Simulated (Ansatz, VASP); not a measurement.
# Cu: VASP beside Ansatz

```
Cu
1.0
    -3.57666   -3.57666    0.00000
    -3.57666    0.00000   -3.57666
     0.00000   -3.57666   -3.57666
Cu
8
Direct
  0.50000 0.50000 0.50000
  0.00000 0.50000 0.50000
  0.50000 0.00000 0.50000
  0.00000 0.00000 0.50000
  0.50000 0.50000 0.00000
  0.00000 0.50000 0.00000
  0.50000 0.00000 0.00000
  0.00000 0.00000 0.00000
```

Alike in both runs: functional r2SCAN; k mesh 6 × 6 × 6; occupations gaussian, width 0.1 eV; no spin polarisation.

Ansatz relaxed the structure, and its values are those at the end. VASP's run is a single point on that final structure, the one shown.

```csv
,VASP,Ansatz
version,VASP 6.6.1,Ansatz 0.2.0
potentials or method,"VASP PAW PBE potentials, release 64 (Cu), cutoff 520 eV","scalar-relativistic, plane waves, PAW"
valence electrons in the cell,88,152
```

```csv
,VASP,Ansatz,Ansatz less VASP
gap on the k mesh at the Fermi level (eV),none,none,-
pressure (GPa),0.6,-0.1,-0.67
```

VASP's potentials were made for PBE, not for r2SCAN. A gap of «none» marks a metal or a gap that the smearing closes. VASP's potentials hold 88 valence electrons a cell and Ansatz's 152, so a difference there can come from the potentials and not from the codes.
